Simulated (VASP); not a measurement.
Input of a VASP 6.6.1 run:

The input INCAR:

```
SYSTEM = CdS
PREC = Accurate
ENCUT = 520
EDIFF = 1E-6
ISMEAR = -1
SIGMA = 0.05
LREAL = .False.
LASPH = .True.
NELM = 80
ALGO = Normal
ISIF = 2
LWAVE = .False.
LCHARG = .False.
GGA = PE
NBANDS = 26
```

Contents of KPOINTS:

```
regular mesh
0
Gamma
  7 7 4
  0 0 0
```

Contents of POSCAR:

```
CdS
1.0
    4.2313932131      0.0000000000      0.0000000000
   -2.1156966065      3.6644940159      0.0000000000
    0.0000000000      0.0000000000      6.8691315847
Cd S
2 2
Direct
    0.6666666667      0.3333333333      0.5000000000
    0.3333333333      0.6666666667      0.0000000000
    0.6666666667      0.3333333333      0.8750000000
    0.3333333333      0.6666666667      0.3750000000
```

Potentials or basis: VASP PAW PBE potentials, release 64 (Cd, S).

The run is started by

```console
$ cat potpaw_PBE.64/Cd/POTCAR potpaw_PBE.64/S/POTCAR > POTCAR
$ mpirun -np 1 vasp_std > vasp.out
```

Q: What does it give for the pressure?

A: -0.9 GPa.

Q: What does it give for the largest force?

A: 0.057 eV/Å.

Q: What does it give for the band gap on the k mesh?

A: 1.06 eV, direct.

Stress tensor (GPa, compression positive):
```
-1.03  0.00  0.00
 0.00 -1.03  0.00
 0.00  0.00 -0.55
```
